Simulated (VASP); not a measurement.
Set up this calculation in VASP 6.6.1, as the native input.

```
Task                   : single point
Functional             : r2SCAN
Potentials or basis    : VASP PAW PBE potentials, release 64 (Ba_sv, Ti_sv, O)
Cutoff                 : 520 eV
k mesh                 : 6 × 6 × 6
Occupations            : gaussian, width 0.05 eV
Spin                   : no spin polarisation
Hubbard terms          : Ti d U = 4.0 eV
Dipole correction      : no
Further INCAR settings : ALGO = Normal; EDIFF = 1e-06; NBANDS = 28
```

The system is BaTiO3.

```
Ba Ti O
1.0
     2.97874    1.71978    2.32099
    -2.97874    1.71978    2.32099
     0.00000   -3.43956    2.32099
Ba Ti O
1 1 3
Cartesian
  0.0000 0.0000 6.9627
  0.0000 0.0000 3.5351
  0.0000 -1.7001 4.5747
  -1.4723 0.8500 4.5747
  1.4723 0.8500 4.5747
```

This cell differs from its parent crystal: strain +0.050 along x and y, +0.000 along z.

One way to write it, as run:

POSCAR

```
BaTiO3
1.0
    2.9787423618      1.7197777044      2.3209936158
   -2.9787423618      1.7197777044      2.3209936158
    0.0000000000     -3.4395554088      2.3209936158
Ba Ti O
1 1 3
Direct
    0.9999656897      0.9999656897      0.9999656897
    0.5077048750      0.5077048750      0.5077048750
    0.4922539385      0.4922539385      0.9865215584
    0.4922539385      0.9865215584      0.4922539385
    0.9865215584      0.4922539385      0.4922539385
```

INCAR.step1

```
PREC     = Accurate       # precision mode
ENCUT    = 520            # plane-wave cutoff, eV
ISMEAR   = 0              # smearing method
SIGMA    = 0.05           # smearing width, eV
LREAL    = False          # projectors in reciprocal space
LASPH    = True           # aspherical terms in the spheres
NELM     = 150            # most SCF steps
LMAXMIX  = 4              # l up to which the mixer works
LDAU     = True           # DFT+U
LDAUTYPE = 2            
LDAUL    = -1 2 -1        # shell
LDAUU    = 0 4 0          # U, eV
LDAUJ    = 0 0 0        
NBANDS   = 28             # bands
GGA      = PE             # functional
ALGO     = Normal         # electronic algorithm
EDIFF    = 1E-4           # SCF threshold, eV
LWAVE    = True           # write WAVECAR
LCHARG   = False          # write CHGCAR
```

INCAR.step2

```
PREC     = Accurate       # precision mode
ENCUT    = 520            # plane-wave cutoff, eV
EDIFF    = 1E-6           # SCF threshold, eV
ISMEAR   = 0              # smearing method
SIGMA    = 0.05           # smearing width, eV
LREAL    = False          # projectors in reciprocal space
LASPH    = True           # aspherical terms in the spheres
NELM     = 150            # most SCF steps
ALGO     = Normal         # electronic algorithm
ISIF     = 2              # what is computed and relaxed
LWAVE    = False          # write WAVECAR
LCHARG   = False          # write CHGCAR
LMAXMIX  = 4              # l up to which the mixer works
LDAU     = True           # DFT+U
LDAUTYPE = 2            
LDAUL    = -1 2 -1        # shell
LDAUU    = 0 4 0          # U, eV
LDAUJ    = 0 0 0        
LDAUPRINT= 1            
METAGGA  = R2SCAN         # meta-GGA
LMIXTAU  = True         
NBANDS   = 28             # bands
ISTART   = 1
```

KPOINTS

```
regular mesh
0
Gamma
  6 6 6
```

Potentials or basis: VASP PAW PBE potentials, release 64 (Ba_sv, Ti_sv, O).

The run is started by

```console
$ cat potpaw_PBE.64/Ba_sv/POTCAR potpaw_PBE.64/Ti_sv/POTCAR potpaw_PBE.64/O/POTCAR > POTCAR
$ cp INCAR.step1 INCAR
$ mpirun -np 1 vasp_std > vasp.out
$ cp INCAR.step2 INCAR
$ mpirun -np 1 vasp_std > vasp.out
```

It gave:

| Property | Result |
| --- | --- |
| Pressure | -11.2 GPa |
| Largest force | 0.208 eV/Å |
| Band gap on the k mesh | 2.45 eV (least direct gap 2.73 eV) |

Caveat: the cell differs from its parent crystal (strain +0.050 along x and y, +0.000 along z); the stress differs along the axes, from -15 to -4 GPa; the PAW data sets were made with another functional, which shifts forces and pressure a little; spin-orbit coupling is left out, which moves the levels of the heavy elements.

Run time: 3 min on 1 thread of Intel(R) Xeon(R) Platinum 8259CL CPU @ 2.50GHz (Skylake/Cascade Lake), with other jobs on the host, peak memory 0.23 GiB.
